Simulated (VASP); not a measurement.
# BeH8 (R3m) in VASP: notebook

BeH8 is run at these levels: PBE; tasks: single point, relaxation of cell and atoms.

All numbers are computed with VASP 6.6.1; they aren't measurements. Logs are shortened: lines on timing, memory, paths and dates and some standing lists are left out, and cuts for length are marked.

### Step 1. The cell of the first run

The structure is trigonal, space group R3m (No. 160). Conventional cell: a = 8.373 Å, b = 8.373 Å, c = 10.813 Å, α = 90.00°, β = 90.00°, γ = 120.00°. Be (site symmetry 3m) has 2 H at 1.34 Å within 1.8 Å. H (site symmetry 1) has 1 H at 0.75 Å within 1.0 Å. H (site symmetry 3m) has 1 Be at 1.34 Å within 1.8 Å. H (site symmetry 3m) has 1 Be at 1.34 Å within 1.8 Å.

The cell was generated, and may not be a known phase.

### Step 2. Single point, PBE

INCAR

```
PREC = Accurate
ENCUT = 520
EDIFF = 1E-6
ISMEAR = 0
SIGMA = 0.02
LREAL = False
LASPH = True
NELM = 80
ALGO = Normal
ISIF = 2
LWAVE = False
LCHARG = True
GGA = PE
LELF = True
LVHAR = True
NBANDS = 15
```

KPOINTS

```
regular mesh
0
Gamma
  6 6 6
```

POSCAR

```
BeH8
1.0
    4.1863582348      2.4169950538      3.6044151386
   -4.1863582348      2.4169950538      3.6044151386
    0.0000000000     -4.8339901075      3.6044151387
Be H
1 8
Direct
    0.0017819911      0.0017819911      0.0017819911
    0.1816409773      0.2712992089      0.6223719662
    0.6223719662      0.1816409773      0.2712992089
    0.2712992089      0.6223719662      0.1816409773
    0.6223719662      0.2712992089      0.1816409773
    0.2712992089      0.1816409773      0.6223719662
    0.1816409773      0.6223719662      0.2712992089
    0.1253161753      0.1253161753      0.1253161753
    0.8778125988      0.8778125988      0.8778125988
```

Potentials or basis: VASP PAW PBE potentials, release 64 (Be, H).

On the command line:

```sh
> cat potpaw_PBE.64/Be/POTCAR potpaw_PBE.64/H/POTCAR > POTCAR
> mpirun -np 1 vasp_std > vasp.out
```

OUTCAR:

```text
PREC = Accurate
   ENCUT = 520
   EDIFF = 1E-6
   ISMEAR = 0
   LREAL = False
   LASPH = True
   NELM = 80
   ISIF = 2
   GGA = PE

 ion  position               nearest neighbor table
   1  0.002  0.002  0.002-   8 1.34   9 1.34
   2  0.182  0.271  0.622-   6 0.75
   3  0.622  0.182  0.271-   5 0.75
   4  0.271  0.622  0.182-   7 0.75
   5  0.622  0.271  0.182-   3 0.75
   6  0.271  0.182  0.622-   2 0.75
   7  0.182  0.622  0.271-   4 0.75
   8  0.125  0.125  0.125-   1 1.34
   9  0.878  0.878  0.878-   1 1.34

  LATTYP: Found a trigonal (rhomboedric) cell.
 ALAT       =     6.0298647457
 COS(alpha) =     0.0359764746

  Lattice vectors:

 A1 = (   4.1863582348,   2.4169950538,   3.6044151386)
 A2 = (  -4.1863582348,   2.4169950538,   3.6044151386)
 A3 = (   0.0000000000,  -4.8339901075,   3.6044151387)

Analysis of symmetry for initial positions (statically):
=====================================================================
 Subroutine PRICEL returns:
 Original cell was already a primitive cell.

 Routine SETGRP: Setting up the symmetry group for a
 trigonal (rhombohedral) supercell.

 Subroutine GETGRP returns: Found  6 space group operations
 (whereof  6 operations were pure point group operations)
 out of a pool of 12 trial point group operations.

The static configuration has the point symmetry C_3v.

Analysis of symmetry for dynamics (positions and initial velocities):
=====================================================================
 Subroutine PRICEL returns:
 Original cell was already a primitive cell.

 Routine SETGRP: Setting up the symmetry group for a
 trigonal (rhombohedral) supercell.

 Subroutine GETGRP returns: Found  6 space group operations
 (whereof  6 operations were pure point group operations)
 out of a pool of 12 trial point group operations.

The dynamic configuration has the point symmetry C_3v.

 Subroutine INISYM returns: Found  6 space group operations
 (whereof  6 operations are pure point group operations),
 and found     1 'primitive' translations

----------------------------------------------------------------------------------------

                                     Primitive cell

  volume of cell :     218.8256

  direct lattice vectors                    reciprocal lattice vectors
     4.186358235  2.416995054  3.604415139     0.119435550  0.068956147  0.092479174
    -4.186358235  2.416995054  3.604415139    -0.119435550  0.068956147  0.092479174
     0.000000000 -4.833990108  3.604415139     0.000000000 -0.137912294  0.092479174

  length of vectors
     6.029864746  6.029864746  6.029864746     0.166048783  0.166048783  0.166048783

  position of ions in fractional coordinates (direct lattice)
     0.001781991  0.001781991  0.001781991
     0.181640977  0.271299209  0.622371966
     0.622371966  0.181640977  0.271299209
     0.271299209  0.622371966  0.181640977
     0.622371966  0.271299209  0.181640977
     0.271299209  0.181640977  0.622371966
     0.181640977  0.622371966  0.271299209
     0.125316175  0.125316175  0.125316175
     0.877812599  0.877812599  0.877812599

  ion indices of the primitive-cell ions
   primitive index   ion index
                 1           1
                 2           2
                 3           3
                 4           4
                 5           5
                 6           6
                 7           7
                 8           8
                 9           9

----------------------------------------------------------------------------------------

 KPOINTS: regular mesh

Automatic generation of k-mesh.
 Grid dimensions read from file:
 generate k-points for:    6    6    6

 Generating k-lattice:

  Cartesian coordinates                     Fractional coordinates (reciprocal lattice)
     0.019905925  0.011492691  0.015413196     0.166666667  0.000000000 -0.000000000
    -0.019905925  0.011492691  0.015413196     0.000000000  0.166666667 -0.000000000
     0.000000000 -0.022985382  0.015413196     0.000000000  0.000000000  0.166666667

  Length of vectors
     0.027674797  0.027674797  0.027674797

  Shift w.r.t. Gamma in fractional coordinates (k-lattice)
     0.000000000  0.000000000  0.000000000

 Subroutine IBZKPT returns following result:
 ===========================================

 Found     32 irreducible k-points:

 Following reciprocal coordinates:
            Coordinates               Weight
  0.000000  0.000000  0.000000      1.000000
  0.166667  0.000000 -0.000000      6.000000
  0.333333  0.000000  0.000000      6.000000
  0.500000  0.000000 -0.000000      3.000000
  0.166667  0.166667 -0.000000      6.000000
  0.333333  0.166667  0.000000     12.000000
[... 16 lines left out ...]
  0.500000  0.500000  0.166667      6.000000
 -0.333333  0.500000  0.166667     12.000000
 [... further k-points ...]
   k-points           NKPTS =     32   k-points in BZ     NKDIM =     32   number of bands    NBANDS=     15
   number of dos      NEDOS =    301   number of ions     NIONS =      9
   total plane-waves  NPLWV = 110592
   dimension x,y,z NGX =    48 NGY =   48 NGZ =   48
   dimension x,y,z NGXF=    96 NGYF=   96 NGZF=   96
   ions per type =               1   8
   NGX,Y,Z   is equivalent  to a cutoff of  13.23, 13.23, 13.23 a.u.
   NGXF,Y,Z  is equivalent  to a cutoff of  26.47, 26.47, 26.47 a.u.
 SYSTEM =  unknown system
   PREC   = accura    normal or accurate (medium, high low for compatibility)
   ISTART =      0    job   : 0-new  1-cont  2-samecut
   ICHARG =      2    charge: 1-file 2-atom 10-const
   ISPIN  =      1    spin polarized calculation?
   LNONCOLLINEAR =      F non collinear calculations
   LSORBIT =      F    spin-orbit coupling
   LASPH  =      T    aspherical Exc in radial PAW
   ENCUT  =  520.0 eV  38.22 Ry    6.18 a.u.  11.21 11.21 11.21*2*pi/ulx,y,z
   NELM   =     80;   NELMIN=  2; NELMDL= -5     # of ELM steps
   EDIFF  = 0.1E-05   stopping-criterion for ELM
   LREAL  =      F    real-space projection
   EDIFFG = 0.1E-04   stopping-criterion for IOM
   NSW    =      0    number of steps for IOM
   IBRION =     -1    ionic relax: 0-MD 1-quasi-New 2-CG
   NFREE  =      0    steps in history (QN), initial steepest desc. (CG)
   ISIF   =      2    stress and relaxation
   ISYM   =      2    0-nonsym 1-usesym 2-fastsym
   POTIM  = 0.5000    time-step for ionic-motion
   TEBEG  =    0.0;   TEEND  =   0.0 temperature during run
   PSTRESS=    0.0 pullay stress
   NELECT =      10.0000    total number of electrons
   NUPDOWN=      -1.0000    fix difference up-down
   EMIN   =  10.00;   EMAX   =-10.00  energy-range for DOS
   EFERMI =   0.00;   METHOD = LEGACY
   ISMEAR =     0;   SIGMA  =   0.02  broadening in eV -4-tet -1-fermi 0-gaus
   EFERMI_NEDOS =   21; number of points for ismear=-14 and -15
   IALGO  =     38    algorithm
   IMIX   =      4    mixing-type and parameters
     AMIX     =   0.40;   BMIX     =  1.00
     AMIX_MAG =   1.60;   BMIX_MAG =  1.00
  volume/ion in A,a.u.               =      24.31       164.08
  Fermi-wavevector in a.u.,A,eV,Ry     =   0.585296  1.106049  4.660964  0.342571
  Thomas-Fermi vector in A             =   1.631329
   LORBIT       =      0    0 simple, 1 ext, 2 COOP (PROOUT), +10 PAW based schemes
   GGA     = PE    functional components
   LHFCALC =     F    Hartree Fock is set to
   AEXX    =    0.0000 exact exchange contribution
   IVDW    =     0    specifies the selected vdW correction
   LEPSILON=     F    determine dielectric tensor
   LRPA    =     F    only Hartree local field effects (RPA)
 non-spin polarized calculation
 Gauss-broadening in eV      SIGMA  =   0.02
  energy-cutoff  :      520.00
  volume of cell :      218.83
 maximum number of plane-waves:      5926
 NGX is ok and might be reduce to    48
   NGX = 23   NGY = 23   NGZ = 23

 number of electron      10.0000001 magnetization

 Free energy of the ion-electron system (eV)
  ---------------------------------------------------
  ext. energy  EPLUGINS =         0.00000000
  ---------------------------------------------------
  free energy    TOTEN  =       -29.07936867 eV

  energy without entropy =      -29.07936867  energy(sigma->0) =      -29.07936867

 E-fermi :  -6.1061     XC(G=0):  -3.9729

 val. band max:       -6.1965533291   @ k =   0.0000   0.0000   0.0000
 cond. band min:      -0.6336752737   @ k =   0.5000   0.5000   0.5000
 fundamental gap:      5.5628780554
 Fermi energy:        -6.1061465355

 k-point     1 :       0.0000    0.0000    0.0000
  band No.  band energies     occupation
      1      -9.9166      2.00000
      2      -9.3658      2.00000
      3      -9.3658      2.00000
      4      -7.0022      2.00000
      5      -6.1966      2.00000
      6      -0.1473      0.00000
      7      -0.1473      0.00000
      8       1.1405      0.00000
      9       1.4120      0.00000
     10       1.4120      0.00000
     11       2.1998      0.00000
     12       3.4606      0.00000
     13       3.8372      0.00000
     14       3.8372      0.00000
     15       4.2346      0.00000
[... 397 lines left out ...]
 k-point    24 :      -0.3333    0.5000    0.1667
  band No.  band energies     occupation
      1      -9.7136      2.00000
      2      -9.4839      2.00000
      3      -9.4167      2.00000
      4      -7.0366      2.00000
      5      -6.2715      2.00000
      6      -0.5079      0.00000
      7      -0.4400      0.00000
      8       1.0097      0.00000
      9       1.3909      0.00000
     10       1.8785      0.00000
     11       2.4522      0.00000
     12       2.9868      0.00000
     13       3.5471      0.00000
     14       3.8184      0.00000
     15       4.7876      0.00000

 [... further k-points ...]

------------------------ aborting loop because EDIFF is reached ----------------------------------------

  FORCE on cell =-STRESS in cart. coord.  units (eV):
  Direction    XX          YY          ZZ          XY          YZ          ZX
  --------------------------------------------------------------------------------------
  -------------------------------------------------------------------------------------
  Total       -0.0688122     -0.0688122     -0.1240286      0.0000000     -0.0000000     -0.0000000
  in kB       -0.5038230     -0.5038230     -0.9081014      0.0000000     -0.0000000     -0.0000000
  external PRESSURE =      -0.6385824 kB  Pullay stress =       0.0000000 kB

 VOLUME and BASIS-vectors are now :
 -----------------------------------------------------------------------------
  energy-cutoff  :      520.00
  volume of cell :      218.83
      direct lattice vectors                 reciprocal lattice vectors
     4.186358235  2.416995054  3.604415139     0.119435550  0.068956147  0.092479174
    -4.186358235  2.416995054  3.604415139    -0.119435550  0.068956147  0.092479174
     0.000000000 -4.833990108  3.604415139     0.000000000 -0.137912294  0.092479174

 POSITION                                       TOTAL-FORCE (eV/Angst)
 -----------------------------------------------------------------------------------
      0.00000      0.00000      0.01927         0.000000     -0.000000     -0.002850
     -0.37534     -1.91379      3.87587         0.005587      0.000024     -0.000140
      1.84506      0.63184      3.87587        -0.002814      0.004827     -0.000140
     -1.46972      1.28195      3.87587        -0.002773     -0.004851     -0.000140
      1.46972      1.28195      3.87587         0.002773     -0.004851     -0.000140
      0.37534     -1.91379      3.87587        -0.005587      0.000024     -0.000140
     -1.84506      0.63184      3.87587         0.002814      0.004827     -0.000140
      0.00000      0.00000      1.35507         0.000000     -0.000000     -0.012668
      0.00000      0.00000      9.49200         0.000000      0.000000      0.016360
 -----------------------------------------------------------------------------------
    total drift:                                0.000000     -0.000000     -0.000060

  FREE ENERGIE OF THE ION-ELECTRON SYSTEM (eV)
  ---------------------------------------------------
  free  energy   TOTEN  =       -29.0793686747 eV

  energy  without entropy=      -29.0793686747  energy(sigma->0) =      -29.07936867
```

It took 83 s on 1 thread of Intel Xeon Platinum 8259CL at 2.50GHz (Skylake/Cascade Lake), shared host; peak memory 0.34 GiB.

Results:

```
Free energy            : -29.0794 eV
Pressure               : -0.1 GPa
Largest force          : 0.016 eV/Å
Band gap on the k mesh : 5.56 eV (least direct gap 5.68 eV)
```

Forces on the atoms (eV/Å):
```
Be   0.000  0.000 -0.003
H    0.006  0.000  0.000
H   -0.003  0.005  0.000
H   -0.003 -0.005  0.000
H    0.003 -0.005  0.000
H   -0.006  0.000  0.000
H    0.003  0.005  0.000
H    0.000  0.000 -0.013
H    0.000  0.000  0.016
```

A k mesh can miss the band edges.

### Step 3. Relaxation of cell and atoms, PBE

INCAR

```
PREC = Accurate
ENCUT = 600
EDIFF = 1E-7
ISMEAR = 0
SIGMA = 0.02
LREAL = F
LASPH = T
NELM = 80
ALGO = Normal
ISIF = 3
LWAVE = F
LCHARG = F
GGA = PE
IBRION = 2
NSW = 100
EDIFFG = -0.01
```

KPOINTS

```
Automatic mesh
0
Gamma
  6 6 6
```

POSCAR is that of step 2.

Potentials or basis: VASP PAW PBE potentials, release 64 (Be, H).

On the command line:

```sh
> cat potpaw_PBE.64/Be/POTCAR potpaw_PBE.64/H/POTCAR > POTCAR
> mpirun -np 1 vasp_std > vasp.out
```

Wall time 1.9 min (1 thread of Intel Xeon Platinum 8259CL at 2.50GHz (Skylake/Cascade Lake), shared host); peak memory 0.37 GiB.

The run converged. Its results:

- Free energy: -29.0853 eV
- Energy gained by relaxing: 0.0 meV/atom
- Ionic steps: 3
- Pressure after relaxing: 0.0 GPa
- Largest force after relaxing: 0.008 eV/Å
- Band gap on the k mesh: 5.57 eV (least direct gap 5.68 eV)

Forces in eV/Å, atoms in the order of the input:
```
Be   0.000  0.000  0.000
H   -0.006  0.000  0.000
H    0.003 -0.006  0.000
H    0.003  0.005  0.000
H   -0.003  0.005  0.000
H    0.006  0.000  0.000
H   -0.003 -0.006  0.000
H    0.000  0.000 -0.008
H    0.000  0.000  0.008
```

Final structure:
```cif
data_structure
_symmetry_space_group_name_H-M 'P 1'
_symmetry_Int_Tables_number 1
_cell_length_a 6.0297
_cell_length_b 6.0297
_cell_length_c 6.0297
_cell_angle_alpha 87.944
_cell_angle_beta 87.944
_cell_angle_gamma 87.944
_cell_volume 218.81
loop_
_atom_site_label
_atom_site_type_symbol
_atom_site_fract_x
_atom_site_fract_y
_atom_site_fract_z
_atom_site_occupancy
Be1 Be 0.00178 0.00178 0.00178 1
H1 H 0.18168 0.27126 0.62237 1
H2 H 0.62237 0.18168 0.27126 1
H3 H 0.27126 0.62237 0.18168 1
H4 H 0.62237 0.27126 0.18168 1
H5 H 0.27126 0.18168 0.62237 1
H6 H 0.18168 0.62237 0.27126 1
H7 H 0.12529 0.12529 0.12529 1
H8 H 0.87785 0.87785 0.87785 1
```

Levels at points of the mesh, in eV from the valence-band top:
| k point | band 3 | band 4 | band 5 | band 6 | band 7 | band 8 |
| --- | --- | --- | --- | --- | --- | --- |
| (0.00, 0.00, 0.00) | -3.17 | -0.81 | 0.00 | 6.05 | 6.05 | 7.34 |
| (0.50, 0.00, 0.00) | -3.17 | -0.81 | -0.03 | 5.66 | 6.17 | 7.11 |
| (0.50, 0.50, 0.00) | -3.24 | -0.84 | -0.07 | 5.73 | 5.73 | 7.18 |
| (0.50, 0.50, 0.50) | -3.23 | -0.90 | -0.12 | 5.57 | 5.57 | 7.35 |

A k mesh can miss the band edges.
